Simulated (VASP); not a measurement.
# MnO2 (R-3m) in VASP: settings compared

The runs below take MnO2 through single point, with PBEsol, PBE, r2SCAN.

Everything below comes from runs of VASP 6.6.1. Logs are shortened: lines on timing, memory, paths and dates and some standing lists are left out, and cuts for length are marked.

### 1 The cell of the first run

Symmetry: R-3m, No. 166, trigonal system. Conventional cell: a = 2.876 Å, b = 2.876 Å, c = 13.843 Å, α = 90.00°, β = 90.00°, γ = 120.00°. Within 2.5 Å of Mn (site symmetry -3m) lie 6 O at 1.92 Å. Within 2.6 Å of O (site symmetry 3m) lie 3 Mn at 1.92 Å and 3 O at 2.53 Å.

### 2 Single point, PBEsol, collinear spin, ferromagnetic start

File INCAR:

```
SYSTEM = MnO2
PREC = Accurate
ENCUT = 520
EDIFF = 1E-7
ISMEAR = -1
SIGMA = 0.05
LREAL = .FALSE.
LASPH = .TRUE.
NELM = 150
ALGO = Normal
ISIF = 2
LWAVE = .FALSE.
LCHARG = .TRUE.
ISPIN = 2
MAGMOM = 4 0 0
LORBIT = 11
LMAXMIX = 4
GGA = PS
LELF = .TRUE.
LVHAR = .TRUE.
NBANDS = 24
```

File KPOINTS:

```
Automatic mesh
0
G
  11 11 11
  0 0 0
```

File POSCAR:

```
MnO2
1.0
    1.4378949485      0.8301690355      4.6142895739
   -1.4378949485      0.8301690355      4.6142895739
    0.0000000000     -1.6603380711      4.6142895739
Mn O
1 2
Direct
    0.0000000000      0.0000000000      0.0000000000
    0.7356355100      0.7356355100      0.7356355100
    0.2643644900      0.2643644900      0.2643644900
```

Potentials or basis: VASP PAW PBE potentials, release 64 (Mn_pv, O).

Command:

```bash
$ cat potpaw_PBE.64/Mn_pv/POTCAR potpaw_PBE.64/O/POTCAR > POTCAR
$ mpirun -np 1 vasp_std > vasp.out
```

OUTCAR:

```text
SYSTEM = MnO2
   PREC = Accurate
   ENCUT = 520
   EDIFF = 1E-7
   ISMEAR = -1
   LREAL = .FALSE.
   LASPH = .TRUE.
   NELM = 150
   ISIF = 2
   ISPIN = 2
   LORBIT = 11
   GGA = PS

 ion  position               nearest neighbor table
   1  0.000  0.000  0.000-   2 1.92   3 1.92   2 1.92   2 1.92   3 1.92   3 1.92
   2  0.736  0.736  0.736-   1 1.92   1 1.92   1 1.92
   3  0.264  0.264  0.264-   1 1.92   1 1.92   1 1.92

  LATTYP: Found a trigonal (rhomboedric) cell.
 ALAT       =     4.9039158621
 COS(alpha) =     0.8280515398

  Lattice vectors:

 A1 = (   1.4378949485,   0.8301690355,   4.6142895739)
 A2 = (  -1.4378949485,   0.8301690355,   4.6142895739)
 A3 = (   0.0000000000,  -1.6603380711,   4.6142895739)

Analysis of symmetry for initial positions (statically):
=====================================================================
 Subroutine PRICEL returns:
 Original cell was already a primitive cell.

 Routine SETGRP: Setting up the symmetry group for a
 trigonal (rhombohedral) supercell.

 Subroutine GETGRP returns: Found 12 space group operations
 (whereof 12 operations were pure point group operations)
 out of a pool of 12 trial point group operations.

The static configuration has the point symmetry D_3d.

Analysis of symmetry for dynamics (positions and initial velocities):
=====================================================================
 Subroutine PRICEL returns:
 Original cell was already a primitive cell.

 Routine SETGRP: Setting up the symmetry group for a
 trigonal (rhombohedral) supercell.

 Subroutine GETGRP returns: Found 12 space group operations
 (whereof 12 operations were pure point group operations)
 out of a pool of 12 trial point group operations.

The dynamic configuration has the point symmetry D_3d.

Analysis of structural, dynamic, and magnetic symmetry:
=====================================================================
 Subroutine PRICEL returns:
 Original cell was already a primitive cell.

 Routine SETGRP: Setting up the symmetry group for a
 trigonal (rhombohedral) supercell.

 Subroutine GETGRP returns: Found 12 space group operations
 (whereof 12 operations were pure point group operations)
 out of a pool of 12 trial point group operations.

The overall configuration has the point symmetry D_3d.

 Subroutine INISYM returns: Found 12 space group operations
 (whereof 12 operations are pure point group operations),
 and found     1 'primitive' translations

----------------------------------------------------------------------------------------

                                     Primitive cell

  volume of cell :      33.0484

  direct lattice vectors                    reciprocal lattice vectors
     1.437894949  0.830169035  4.614289574     0.347730549  0.200762326  0.072239362
    -1.437894949  0.830169035  4.614289574    -0.347730549  0.200762326  0.072239362
     0.000000000 -1.660338071  4.614289574     0.000000000 -0.401524652  0.072239362

  length of vectors
     4.903915862  4.903915862  4.903915862     0.407971288  0.407971288  0.407971288

  position of ions in fractional coordinates (direct lattice)
     0.000000000  0.000000000  0.000000000
     0.735635510  0.735635510  0.735635510
     0.264364490  0.264364490  0.264364490

  ion indices of the primitive-cell ions
   primitive index   ion index
                 1           1
                 2           2
                 3           3

----------------------------------------------------------------------------------------

 KPOINTS: Automatic mesh

Automatic generation of k-mesh.
 Grid dimensions read from file:
 generate k-points for:   11   11   11

 Generating k-lattice:

  Cartesian coordinates                     Fractional coordinates (reciprocal lattice)
     0.031611868  0.018251121  0.006567215     0.090909091  0.000000000  0.000000000
    -0.031611868  0.018251121  0.006567215     0.000000000  0.090909091  0.000000000
     0.000000000 -0.036502241  0.006567215     0.000000000  0.000000000  0.090909091

  Length of vectors
     0.037088299  0.037088299  0.037088299

  Shift w.r.t. Gamma in fractional coordinates (k-lattice)
     0.000000000  0.000000000  0.000000000

 Subroutine IBZKPT returns following result:
 ===========================================

 Found    146 irreducible k-points:

 Following reciprocal coordinates:
            Coordinates               Weight
  0.000000  0.000000  0.000000      1.000000
  0.090909  0.000000 -0.000000      6.000000
  0.181818 -0.000000  0.000000      6.000000
  0.272727  0.000000 -0.000000      6.000000
  0.363636  0.000000  0.000000      6.000000
  0.454545 -0.000000  0.000000      6.000000
[... 16 lines left out ...]
 -0.272727  0.181818  0.000000     12.000000
 -0.181818  0.181818  0.000000      6.000000
 [... further k-points ...]
   k-points           NKPTS =    146   k-points in BZ     NKDIM =    146   number of bands    NBANDS=     24
   number of dos      NEDOS =    301   number of ions     NIONS =      3
   total plane-waves  NPLWV =  46656
   dimension x,y,z NGX =    36 NGY =   36 NGZ =   36
   dimension x,y,z NGXF=    72 NGYF=   72 NGZF=   72
   ions per type =               1   2
   NGX,Y,Z   is equivalent  to a cutoff of  12.20, 12.20, 12.20 a.u.
   NGXF,Y,Z  is equivalent  to a cutoff of  24.41, 24.41, 24.41 a.u.
 SYSTEM =  MnO2
   PREC   = accura    normal or accurate (medium, high low for compatibility)
   ISTART =      0    job   : 0-new  1-cont  2-samecut
   ICHARG =      2    charge: 1-file 2-atom 10-const
   ISPIN  =      2    spin polarized calculation?
   LNONCOLLINEAR =      F non collinear calculations
   LSORBIT =      F    spin-orbit coupling
   LASPH  =      T    aspherical Exc in radial PAW
   ENCUT  =  520.0 eV  38.22 Ry    6.18 a.u.   9.12  9.12  9.12*2*pi/ulx,y,z
   NELM   =    150;   NELMIN=  2; NELMDL= -5     # of ELM steps
   EDIFF  = 0.1E-06   stopping-criterion for ELM
   LREAL  =      F    real-space projection
   EDIFFG = 0.1E-05   stopping-criterion for IOM
   NSW    =      0    number of steps for IOM
   IBRION =     -1    ionic relax: 0-MD 1-quasi-New 2-CG
   NFREE  =      0    steps in history (QN), initial steepest desc. (CG)
   ISIF   =      2    stress and relaxation
   ISYM   =      2    0-nonsym 1-usesym 2-fastsym
   POTIM  = 0.5000    time-step for ionic-motion
   TEBEG  =    0.0;   TEEND  =   0.0 temperature during run
   PSTRESS=    0.0 pullay stress
   NELECT =      25.0000    total number of electrons
   NUPDOWN=      -1.0000    fix difference up-down
   EMIN   =  10.00;   EMAX   =-10.00  energy-range for DOS
   EFERMI =   0.00;   METHOD = LEGACY
   ISMEAR =    -1;   SIGMA  =   0.05  broadening in eV -4-tet -1-fermi 0-gaus
   EFERMI_NEDOS =   21; number of points for ismear=-14 and -15
   IALGO  =     38    algorithm
   IMIX   =      4    mixing-type and parameters
     AMIX     =   0.40;   BMIX     =  1.00
     AMIX_MAG =   1.60;   BMIX_MAG =  1.00
  volume/ion in A,a.u.               =      11.02        74.34
  Fermi-wavevector in a.u.,A,eV,Ry     =   1.491666  2.818840 30.273878  2.225067
  Thomas-Fermi vector in A             =   2.604292
   LORBIT       =     11    0 simple, 1 ext, 2 COOP (PROOUT), +10 PAW based schemes
   GGA     = PS    functional components
   LHFCALC =     F    Hartree Fock is set to
   AEXX    =    0.0000 exact exchange contribution
   IVDW    =     0    specifies the selected vdW correction
   LEPSILON=     F    determine dielectric tensor
   LRPA    =     F    only Hartree local field effects (RPA)
 spin polarized calculation
  energy-cutoff  :      520.00
  volume of cell :       33.05
 maximum number of plane-waves:       908
   NGX = 19   NGY = 19   NGZ = 19

 number of electron      25.0000004 magnetization       3.0000689

 Free energy of the ion-electron system (eV)
  ---------------------------------------------------
  ext. energy  EPLUGINS =         0.00000000
  ---------------------------------------------------
  free energy    TOTEN  =       -25.04398177 eV

  energy without entropy =      -25.04397279  energy(sigma->0) =      -25.04397728

 E-fermi :   3.3782     XC(G=0): -10.9702

 val. band max:        2.9573457420   @ k =  -0.4545   0.4545   0.4545
 cond. band min:       3.7611735354   @ k =   0.0000   0.0000   0.0000
 fundamental gap:      0.8038277933
 Fermi energy:         3.3781562466

 spin component 1

 k-point     1 :       0.0000    0.0000    0.0000
  band No.  band energies     occupation
      1     -47.1780      1.00000
      2     -47.1780      1.00000
      3     -47.1649      1.00000
      4     -16.4692      1.00000
      5     -14.1672      1.00000
      6      -3.2554      1.00000
[... 16 lines left out ...]
     23      25.7467      0.00000
     24      25.7467      0.00000
[... 598 lines left out ...]
      2     -47.2125      1.00000
      3     -47.1473      1.00000
      4     -15.4430      1.00000
      5     -14.4560      1.00000
      6      -2.8339      1.00000
[... 16 lines left out ...]
     23      23.3876      0.00000
     24      26.4142      0.00000

 [... further k-points ...]

 spin component 2

 k-point     1 :       0.0000    0.0000    0.0000
  band No.  band energies     occupation
      1     -44.1232      1.00000
      2     -44.1232      1.00000
      3     -43.9548      1.00000
      4     -16.3157      1.00000
      5     -14.0633      1.00000
      6      -2.4270      1.00000
[... 16 lines left out ...]
     23      26.4432      0.00000
     24      26.4432      0.00000
[... 598 lines left out ...]
      2     -44.1634      1.00000
      3     -43.9325      1.00000
      4     -15.3025      1.00000
      5     -14.3296      1.00000
      6      -2.0429      1.00000
[... 16 lines left out ...]
     23      23.9343      0.00000
     24      26.8117      0.00000

 [... further k-points ...]

------------------------ aborting loop because EDIFF is reached ----------------------------------------

  FORCE on cell =-STRESS in cart. coord.  units (eV):
  Direction    XX          YY          ZZ          XY          YZ          ZX
  --------------------------------------------------------------------------------------
  -------------------------------------------------------------------------------------
  Total       -1.2125354     -1.2125354     -0.5649544     -0.0000000      0.0000000      0.0000000
  in kB      -58.7834724    -58.7834724    -27.3888765     -0.0000000      0.0000000      0.0000000
  external PRESSURE =     -48.3186071 kB  Pullay stress =       0.0000000 kB

 VOLUME and BASIS-vectors are now :
 -----------------------------------------------------------------------------
  energy-cutoff  :      520.00
  volume of cell :       33.05
      direct lattice vectors                 reciprocal lattice vectors
     1.437894949  0.830169035  4.614289574     0.347730549  0.200762326  0.072239362
    -1.437894949  0.830169035  4.614289574    -0.347730549  0.200762326  0.072239362
     0.000000000 -1.660338071  4.614289574     0.000000000 -0.401524652  0.072239362

 POSITION                                       TOTAL-FORCE (eV/Angst)
 -----------------------------------------------------------------------------------
      0.00000      0.00000      0.00000         0.000000     -0.000000      0.000000
      0.00000     -0.00000     10.18331         0.000000      0.000000     -0.355290
      0.00000     -0.00000      3.65956         0.000000     -0.000000      0.355290
 -----------------------------------------------------------------------------------
    total drift:                                0.000000     -0.000000      0.000000

  FREE ENERGIE OF THE ION-ELECTRON SYSTEM (eV)
  ---------------------------------------------------
  free  energy   TOTEN  =       -25.0439817729 eV

  energy  without entropy=      -25.0439727949  energy(sigma->0) =      -25.04397728

 total charge

# of ion       s       p       d       tot
------------------------------------------
    1        0.353   6.459   4.913  11.725
    2        1.577   3.387   0.000   4.964
    3        1.577   3.387   0.000   4.964
--------------------------------------------------
tot          3.507  13.232   4.913  21.653

 magnetization (x)

# of ion       s       p       d       tot
------------------------------------------
    1        0.030   0.039   2.786   2.856
    2        0.004   0.028   0.000   0.032
    3        0.004   0.028   0.000   0.032
--------------------------------------------------
tot          0.038   0.095   2.786   2.919
```

Run time: 13 min. Hardware: 1 thread of Intel Xeon 8259CL, shared host; peak memory 0.36 GiB.

Results:

| Item | Value |
| --- | --- |
| Free energy | -25.0440 eV |
| Pressure | -4.8 GPa |
| Largest force | 0.355 eV/Å |
| Band gap on the k mesh | 0.80 eV (least direct gap 0.87 eV) |
| Net moment | 3.00 μB per cell |
| Site moments | Mn +2.86; O +0.03 μB |
| Valence electrons inside the program's atomic spheres | Mn 11.72; O 4.96 |

Forces in eV/Å, atoms in the order of the input:
```
Mn   0.000  0.000  0.000
O    0.000  0.000 -0.355
O    0.000  0.000  0.355
```

Caveat: the cell stands under tension; the PAW data sets were made with another functional, which shifts forces and pressure a little; a cell with one magnetic atom can't hold antiferromagnetic order, which such compounds often take. A k mesh can miss the band edges.

### 3 Single point, PBE, collinear spin, ferromagnetic start

This run uses another cell than the first one, of 10.15 Å³/atom.

File INCAR:

```
PREC     = Accurate       # precision mode
ENCUT    = 520            # plane-wave cutoff, eV
EDIFF    = 1E-7           # SCF threshold, eV
ISMEAR   = -1             # smearing method
SIGMA    = 0.05           # smearing width, eV
LREAL    = False          # projectors in reciprocal space
LASPH    = True           # aspherical terms in the spheres
NELM     = 150            # most SCF steps
ALGO     = Normal         # electronic algorithm
ISIF     = 2              # what is computed and relaxed
LWAVE    = False          # write WAVECAR
LCHARG   = False          # write CHGCAR
ISPIN    = 2              # spin polarisation
MAGMOM   = 4 0 0          # initial moments
LORBIT   = 11             # projections on sites
LMAXMIX  = 4              # l up to which the mixer works
GGA      = PE             # functional
NBANDS   = 24             # bands
```

File KPOINTS:

```
Automatic mesh
0
Gamma
  11 11 11
```

File POSCAR:

```
MnO2
1.0
    1.3992749259      0.8078717551      4.4903556470
   -1.3992749259      0.8078717551      4.4903556470
    0.0000000000     -1.6157435103      4.4903556470
Mn O
1 2
Direct
    0.0000000000      0.0000000000      0.0000000000
    0.7356355100      0.7356355100      0.7356355100
    0.2643644900      0.2643644900      0.2643644900
```

Potentials or basis: VASP PAW PBE potentials, release 64 (Mn_pv, O).

Command:

```bash
$ cat potpaw_PBE.64/Mn_pv/POTCAR potpaw_PBE.64/O/POTCAR > POTCAR
$ mpirun -np 1 vasp_std > vasp.out
```

OUTCAR:

```text
PREC = Accurate
   ENCUT = 520
   EDIFF = 1E-7
   ISMEAR = -1
   LREAL = False
   LASPH = True
   NELM = 150
   ISIF = 2
   ISPIN = 2
   LORBIT = 11
   GGA = PE

 ion  position               nearest neighbor table
   1  0.000  0.000  0.000-   2 1.86   2 1.86   3 1.86   3 1.86   2 1.86   3 1.86
   2  0.736  0.736  0.736-   1 1.86   1 1.86   1 1.86
   3  0.264  0.264  0.264-   1 1.86   1 1.86   1 1.86

  LATTYP: Found a trigonal (rhomboedric) cell.
 ALAT       =     4.7722029428
 COS(alpha) =     0.8280515398

  Lattice vectors:

 A1 = (   1.3992749259,   0.8078717551,   4.4903556470)
 A2 = (  -1.3992749259,   0.8078717551,   4.4903556470)
 A3 = (   0.0000000000,  -1.6157435103,   4.4903556470)

Analysis of symmetry for initial positions (statically):
=====================================================================
 Subroutine PRICEL returns:
 Original cell was already a primitive cell.

 Routine SETGRP: Setting up the symmetry group for a
[... 1490 lines left out ...]
     24      28.8648      0.00000

 [... further k-points ...]

------------------------ aborting loop because EDIFF is reached ----------------------------------------

  FORCE on cell =-STRESS in cart. coord.  units (eV):
  Direction    XX          YY          ZZ          XY          YZ          ZX
  --------------------------------------------------------------------------------------
  -------------------------------------------------------------------------------------
  Total        4.5054011      4.5054011      3.0365084      0.0000000     -0.0000000      0.0000000
  in kB      237.0099476    237.0099476    159.7377643      0.0000000     -0.0000000      0.0000000
  external PRESSURE =     211.2525532 kB  Pullay stress =       0.0000000 kB

 VOLUME and BASIS-vectors are now :
 -----------------------------------------------------------------------------
  energy-cutoff  :      520.00
  volume of cell :       30.46
      direct lattice vectors                 reciprocal lattice vectors
     1.399274926  0.807871755  4.490355647     0.357327921  0.206303371  0.074233170
    -1.399274926  0.807871755  4.490355647    -0.357327921  0.206303371  0.074233170
     0.000000000 -1.615743510  4.490355647     0.000000000 -0.412606743  0.074233170

 POSITION                                       TOTAL-FORCE (eV/Angst)
 -----------------------------------------------------------------------------------
      0.00000      0.00000      0.00000         0.000000      0.000000      0.000000
      0.00000     -0.00000      9.90980         0.000000     -0.000000      1.305100
      0.00000     -0.00000      3.56127         0.000000      0.000000     -1.305100
 -----------------------------------------------------------------------------------
    total drift:                                0.000000     -0.000000      0.000000

  FREE ENERGIE OF THE ION-ELECTRON SYSTEM (eV)
  ---------------------------------------------------
  free  energy   TOTEN  =       -23.6435286876 eV

  energy  without entropy=      -23.6434893429  energy(sigma->0) =      -23.64350902

 total charge

# of ion       s       p       d       tot
------------------------------------------
    1        0.383   6.527   4.999  11.908
    2        1.584   3.456   0.000   5.040
    3        1.584   3.456   0.000   5.040
--------------------------------------------------
tot          3.550  13.439   4.999  21.987

 magnetization (x)

# of ion       s       p       d       tot
------------------------------------------
    1        0.031   0.042   2.707   2.781
    2        0.004   0.067   0.000   0.070
    3        0.004   0.067   0.000   0.070
--------------------------------------------------
tot          0.039   0.175   2.707   2.921
```

stdout:

```text
POSCAR found type information on POSCAR MnO
 POSCAR found :  2 types and       3 ions
 scaLAPACK will be used
 LDA part: xc-table for (Slater+PW92), standard interpolation
 POSCAR, INCAR and KPOINTS ok, starting setup
 FFT: planning ... GRIDC
 FFT: planning ... GRID_SOFT
 FFT: planning ... GRID
 WAVECAR not read
 entering main loop
```

Wall time 5.7 min (1 thread of AMD EPYC 9R45 (Zen 5), shared host); peak memory 0.31 GiB.

Results:

```
Free energy                                           : -23.6435 eV
Pressure                                              : 21.1 GPa
Largest force                                         : 1.305 eV/Å
Band gap on the k mesh                                : 0.61 eV (least direct gap 0.66 eV)
Net moment                                            : 3.00 μB per cell
Site moments                                          : Mn +2.78; O +0.07 μB
Valence electrons inside the program's atomic spheres : Mn 11.91; O 5.04
```

Forces in eV/Å, atoms in the order of the input:
```
Mn   0.000  0.000  0.000
O    0.000  0.000  1.305
O    0.000  0.000 -1.305
```

Caveat: the stress differs along the axes, from 16 to 24 GPa; semilocal functionals underestimate gaps, and a narrow one can read as zero; a cell with one magnetic atom can't hold antiferromagnetic order, which such compounds often take; forces of over 1 eV/Å act on the atoms, so gaps and moduli don't describe the material at rest. A k mesh can miss the band edges.

[end of part 1 of 3]
